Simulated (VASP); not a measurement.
# C in VASP: relaxation of the atoms with PBE+D3(BJ)

Aim: the relaxation of the atoms of C with PBE+D3(BJ).

Program: VASP 6.6.1. These are calculated values, not measurements. Logs are shortened: lines on timing, memory, paths and dates and some standing lists are left out, and cuts for length are marked.

### Step 1. The cell of the first run

The cell holds a slab with vacuum, 6 atoms: a = 2.465 Å, b = 3.647 Å, c = 18.873 Å, α = 90.00°, β = 90.00°, γ = 109.75°.

### Step 2. Relaxation of the atoms, PBE+D3(BJ)

INCAR reads:

```
PREC = Accurate ; ENCUT = 520
EDIFF = 1E-6 ; ISMEAR = 0
SIGMA = 0.05 ; LREAL = False
LASPH = True ; NELM = 100
ALGO = Normal ; ISIF = 2
LWAVE = False ; LCHARG = False
LDIPOL = True ; IDIPOL = 3
DIPOL = 0.5 0.5 0.500 ; GGA = PE
IVDW = 12 ; IBRION = 2
NSW = 70 ; EDIFFG = -0.03
ISYM = 0
```

KPOINTS reads:

```
regular mesh
0
Gamma
  11 8 1
```

POSCAR reads:

```
C
1.0
    2.4649574482      0.0000000000      0.0000000000
   -1.2324787241      3.4327787819      0.0000000000
    0.0000000000      0.0000000000     18.8725659618
C
6
Selective dynamics
Direct
    0.8036240018      0.6072480036      0.3709087579  F F F
    0.3252802456      0.6505604911      0.4077805924  F F F
    0.3680761255      0.7361522510      0.4815640827  F F F
    0.8897323692      0.7794647385      0.5184359173  T T T
    0.9325282492      0.8650564984      0.5922194076  T T T
    0.4541844929      0.9083689859      0.6290912421  T T T
```

Potentials or basis: VASP PAW PBE potentials, release 64 (C).

Command:

```
> cat potpaw_PBE.64/C/POTCAR > POTCAR
> mpirun -np 1 vasp_std > vasp.out
```

OUTCAR:

```text
PREC = Accurate
   ENCUT = 520
   EDIFF = 1E-6
   ISMEAR = 0
   LREAL = False
   LASPH = True
   NELM = 100
   ISIF = 2
   GGA = PE
   IVDW = 12
   IBRION = 2
   NSW = 70
   EDIFFG = -0.03
   ISYM = 0
 IVDW          = 12

 ion  position               nearest neighbor table
   1  0.804  0.607  0.371-   2 1.42   2 1.42
   2  0.325  0.651  0.408-   1 1.42   3 1.42   1 1.42
   3  0.368  0.736  0.482-   2 1.42   4 1.42   4 1.42
   4  0.890  0.779  0.518-   5 1.42   3 1.42   3 1.42
   5  0.933  0.865  0.592-   6 1.42   4 1.42   6 1.42
   6  0.454  0.908  0.629-   5 1.42   5 1.42

IMPORTANT INFORMATION: All symmetrisations will be switched off!
NOSYMM: (Re-)initialisation of all symmetry stuff for point group C_1.

----------------------------------------------------------------------------------------

                                     Primitive cell

  volume of cell :     159.6931

  direct lattice vectors                    reciprocal lattice vectors
     2.464957448  0.000000000  0.000000000     0.405686516  0.145654594  0.000000000
    -1.232478724  3.432778782  0.000000000     0.000000000  0.291309188  0.000000000
     0.000000000  0.000000000 18.872565962     0.000000000  0.000000000  0.052986965

  length of vectors
     2.464957448  3.647324221 18.872565962     0.431041541  0.291309188  0.052986965

  position of ions in fractional coordinates (direct lattice)
     0.803624002  0.607248004  0.370908758
     0.325280246  0.650560491  0.407780592
     0.368076125  0.736152251  0.481564083
     0.889732369  0.779464739  0.518435917
     0.932528249  0.865056498  0.592219408
     0.454184493  0.908368986  0.629091242

  ion indices of the primitive-cell ions
   primitive index   ion index
                 1           1
                 2           2
                 3           3
                 4           4
                 5           5
                 6           6

----------------------------------------------------------------------------------------

 KPOINTS: regular mesh

Automatic generation of k-mesh.
 Grid dimensions read from file:
 generate k-points for:   11    8    1

 Generating k-lattice:

  Cartesian coordinates                     Fractional coordinates (reciprocal lattice)
     0.036880592  0.013241327  0.000000000     0.090909091  0.000000000  0.000000000
     0.000000000  0.036413649  0.000000000     0.000000000  0.125000000  0.000000000
     0.000000000  0.000000000  0.052986965     0.000000000  0.000000000  1.000000000

  Length of vectors
     0.039185595  0.036413649  0.052986965

  Shift w.r.t. Gamma in fractional coordinates (k-lattice)
     0.000000000  0.000000000  0.000000000

 -----------------------------------------------------------------------------
|                                                                             |
|           W    W    AA    RRRRR   N    N  II  N    N   GGGG   !!!           |
|           W    W   A  A   R    R  NN   N  II  NN   N  G    G  !!!           |
|           W    W  A    A  R    R  N N  N  II  N N  N  G       !!!           |
|           W WW W  AAAAAA  RRRRR   N  N N  II  N  N N  G  GGG   !            |
|           WW  WW  A    A  R   R   N   NN  II  N   NN  G    G                |
|           W    W  A    A  R    R  N    N  II  N    N   GGGG   !!!           |
|                                                                             |
|     Your reciprocal lattice and k-lattice belong to different lattice       |
|     classes:                                                                |
|                                                                             |
|        The reciprocal lattice is base centered orthorhombic,                |
|        whereas your k-lattice is simple monoclinic.                         |
|                                                                             |
|     Results are often still useful ...                                      |
|                                                                             |
 -----------------------------------------------------------------------------

 WARNING: IBZKPT: internal override: KBLOWUP is changed to .FALSE.
      ... skipping the blow-up phase ...

 Subroutine IBZKPT returns following result:
 ===========================================

 Found     45 irreducible k-points:

 Following reciprocal coordinates:
            Coordinates               Weight
  0.000000  0.000000  0.000000      1.000000
  0.090909  0.000000  0.000000      2.000000
  0.181818  0.000000  0.000000      2.000000
  0.272727 -0.000000  0.000000      2.000000
  0.363636  0.000000  0.000000      2.000000
  0.454545  0.000000  0.000000      2.000000
[... 16 lines left out ...]
  0.454545  0.250000  0.000000      2.000000
 -0.454545  0.250000  0.000000      2.000000
 [... further k-points ...]
   k-points           NKPTS =     45   k-points in BZ     NKDIM =     45   number of bands    NBANDS=     16
   number of dos      NEDOS =    301   number of ions     NIONS =      6
   total plane-waves  NPLWV =  70560
   dimension x,y,z NGX =    18 NGY =   28 NGZ =  140
   dimension x,y,z NGXF=    36 NGYF=   56 NGZF=  280
   ions per type =               6
   NGX,Y,Z   is equivalent  to a cutoff of  12.14, 12.76, 12.33 a.u.
   NGXF,Y,Z  is equivalent  to a cutoff of  24.28, 25.52, 24.66 a.u.
 SYSTEM =  unknown system
   PREC   = accura    normal or accurate (medium, high low for compatibility)
   ISTART =      0    job   : 0-new  1-cont  2-samecut
   ICHARG =      2    charge: 1-file 2-atom 10-const
   ISPIN  =      1    spin polarized calculation?
   LNONCOLLINEAR =      F non collinear calculations
   LSORBIT =      F    spin-orbit coupling
   LASPH  =      T    aspherical Exc in radial PAW
   ENCUT  =  520.0 eV  38.22 Ry    6.18 a.u.   4.58  6.78 35.09*2*pi/ulx,y,z
   NELM   =    100;   NELMIN=  2; NELMDL= -5     # of ELM steps
   EDIFF  = 0.1E-05   stopping-criterion for ELM
   LREAL  =      F    real-space projection
   EDIFFG = -.3E-01   stopping-criterion for IOM
   NSW    =     70    number of steps for IOM
   IBRION =      2    ionic relax: 0-MD 1-quasi-New 2-CG
   NFREE  =      1    steps in history (QN), initial steepest desc. (CG)
   ISIF   =      2    stress and relaxation
   ISYM   =      0    0-nonsym 1-usesym 2-fastsym
   POTIM  = 0.5000    time-step for ionic-motion
   TEBEG  =    0.0;   TEEND  =   0.0 temperature during run
   PSTRESS=    0.0 pullay stress
   NELECT =      24.0000    total number of electrons
   NUPDOWN=      -1.0000    fix difference up-down
   EMIN   =  10.00;   EMAX   =-10.00  energy-range for DOS
   EFERMI =   0.00;   METHOD = LEGACY
   ISMEAR =     0;   SIGMA  =   0.05  broadening in eV -4-tet -1-fermi 0-gaus
   EFERMI_NEDOS =   21; number of points for ismear=-14 and -15
   IALGO  =     38    algorithm
   IMIX   =      4    mixing-type and parameters
     AMIX     =   0.40;   BMIX     =  1.00
     AMIX_MAG =   1.60;   BMIX_MAG =  1.00
  volume/ion in A,a.u.               =      26.62       179.61
  Fermi-wavevector in a.u.,A,eV,Ry     =   0.870395  1.644809 10.307609  0.757588
  Thomas-Fermi vector in A             =   1.989354
   LORBIT       =      0    0 simple, 1 ext, 2 COOP (PROOUT), +10 PAW based schemes
   GGA     = PE    functional components
   LHFCALC =     F    Hartree Fock is set to
   AEXX    =    0.0000 exact exchange contribution
   IVDW    =    12    specifies the selected vdW correction
   LEPSILON=     F    determine dielectric tensor
   LRPA    =     F    only Hartree local field effects (RPA)
 conjugate gradient relaxation of ions
 non-spin polarized calculation
 Gauss-broadening in eV      SIGMA  =   0.05
  energy-cutoff  :      520.00
  volume of cell :      159.69
 maximum number of plane-waves:      4347
   NGX =  9   NGY = 13   NGZ = 71

--------------------------------------- Ionic step        1  -------------------------------------------

 number of electron      24.0000001 magnetization

 Free energy of the ion-electron system (eV)
  ---------------------------------------------------
  ext. energy  EPLUGINS =         0.00000000
  ---------------------------------------------------
  free energy    TOTEN  =       -48.72587212 eV

  energy without entropy =      -48.72057525  energy(sigma->0) =      -48.72322369

------------------------ aborting loop because EDIFF is reached ----------------------------------------

 vacuum level on the upper side and lower side of the slab       (xc-potential included)        -0.063        -0.062

 Edisp (eV)   -0.70498

 E8    (eV) :    -0.2104

  FORCE on cell =-STRESS in cart. coord.  units (eV):
  Direction    XX          YY          ZZ          XY          YZ          ZX
  --------------------------------------------------------------------------------------
  -------------------------------------------------------------------------------------
  Total      -1.48703    -0.29974     1.02986    -0.00740     0.22827     0.00092
  in kB     -14.91912    -3.00720    10.33246    -0.07420     2.29018     0.00927
  external pressure =       -2.53 kB  Pullay stress =        0.00 kB
[... 65 lines left out ...]
  FREE ENERGIE OF THE ION-ELECTRON SYSTEM (eV)
  ---------------------------------------------------
  free  energy   TOTEN  =       -49.1964602233 eV

  energy  without entropy=      -49.1862722136  energy(sigma->0) =      -49.19136622

 dipolmoment           0.000000      0.000000      0.156361 electrons x Angstroem

--------------------------------------- Ionic step        3  -------------------------------------------

 number of electron      24.0000000 magnetization

------------------------ aborting loop because EDIFF is reached ----------------------------------------

 Edisp (eV)   -0.70535

 E8    (eV) :    -0.2105
[... 253 lines left out ...]
  energy  without entropy=      -49.5474368747  energy(sigma->0) =      -49.55021724

--------------------------------------- Ionic step        9  -------------------------------------------

 number of electron      24.0000000 magnetization

 dipolmoment           0.000000      0.000000     -0.023864 electrons x Angstroem

 Free energy of the ion-electron system (eV)
  ---------------------------------------------------
  ext. energy  EPLUGINS =         0.00000000
  ---------------------------------------------------
  free energy    TOTEN  =       -48.84755723 eV

  energy without entropy =      -48.84199830  energy(sigma->0) =      -48.84477776

 E-fermi :  -3.0493     XC(G=0):  -4.3014

 val. band max:       -3.0548276247   @ k =   0.2727  -0.0000   0.0000
 cond. band min:      -3.0401736845   @ k =  -0.3636   0.3750   0.0000
 fundamental gap:      0.0146539402
 Fermi energy:        -3.0492833657

 k-point     1 :       0.0000    0.0000    0.0000
  band No.  band energies     occupation
      1     -21.8536      2.00000
      2     -20.1361      2.00000
      3     -17.7663      2.00000
      4     -13.2939      2.00000
      5      -9.2527      2.00000
      6      -8.9326      2.00000
[... 8 lines left out ...]
     15       2.4009      0.00000
     16       3.0363      0.00000
[... 420 lines left out ...]
  band No.  band energies     occupation
      1     -18.3027      2.00000
      2     -17.0051      2.00000
      3     -16.2098      2.00000
      4     -14.9838      2.00000
      5     -14.5790      2.00000
      6     -13.1253      2.00000
[... 8 lines left out ...]
     15      -0.8044      0.00000
     16       0.0644      0.00000

 [... further k-points ...]

------------------------ aborting loop because EDIFF is reached ----------------------------------------

 vacuum level on the upper side and lower side of the slab       (xc-potential included)        -0.261         0.232

 Edisp (eV)   -0.70549

 E8    (eV) :    -0.2105

  FORCE on cell =-STRESS in cart. coord.  units (eV):
  Direction    XX          YY          ZZ          XY          YZ          ZX
  --------------------------------------------------------------------------------------
  -------------------------------------------------------------------------------------
  Total      -0.01904    -0.23127     0.86317     0.00623     0.21582     0.00006
  in kB      -0.19103    -2.32029     8.66006     0.06254     2.16529     0.00061
  external pressure =        2.05 kB  Pullay stress =        0.00 kB
[... 21 lines left out ...]
  FREE ENERGIE OF THE ION-ELECTRON SYSTEM (eV)
  ---------------------------------------------------
  free  energy   TOTEN  =       -49.5530458177 eV

  energy  without entropy=      -49.5474868885  energy(sigma->0) =      -49.55026635

 reached required accuracy - stopping structural energy minimisation

 vacuum level on the upper side and lower side of the slab         3.340         3.848
```

Run time: 8.3 min. Hardware: 1 thread of Intel Xeon Platinum 8488C (Sapphire Rapids), shared host; peak memory 0.31 GiB.

Results:

* Free energy: -49.5530 eV
* Energy gained by relaxing: 20.4 meV/atom
* Ionic steps: 9
* Band gap on the k mesh: zero (bands 12 and 13 overlap by 0.14 eV)
* Dispersion energy per atom: -0.118 eV

Step by step:
| step | energy change (eV) | largest force on free atoms (eV/Å) | pressure (GPa) |
| --- | --- | --- | --- |
| 1 | 0.0000 | 3.1901 | -0.25 |
| 2 | 0.2344 | 3.2809 | 1.84 |
| 3 | -0.1179 | 0.5178 | 0.07 |
| 4 | -0.1179 | 0.5541 | 0.08 |
| 5 | -0.1170 | 0.5817 | 0.30 |
| 6 | -0.1221 | 0.0690 | 0.18 |
| 7 | -0.1221 | 0.0431 | 0.18 |
| 8 | -0.1221 | 0.0324 | 0.18 |
| 9 | -0.1222 | 0.0229 | 0.20 |

Final structure:
```cif
data_structure
_symmetry_space_group_name_H-M 'P 1'
_symmetry_Int_Tables_number 1
_cell_length_a 2.4650
_cell_length_b 3.6473
_cell_length_c 18.8726
_cell_angle_alpha 90.000
_cell_angle_beta 90.000
_cell_angle_gamma 109.750
_cell_volume 159.69
loop_
_atom_site_label
_atom_site_type_symbol
_atom_site_fract_x
_atom_site_fract_y
_atom_site_fract_z
_atom_site_occupancy
C1 C 0.80362 0.60725 0.37091 1
C2 C 0.32528 0.65056 0.40778 1
C3 C 0.36808 0.73615 0.48156 1
C4 C 0.88928 0.77859 0.51761 1
C5 C 0.93405 0.86808 0.59488 1
C6 C 0.45310 0.90624 0.62710 1
```
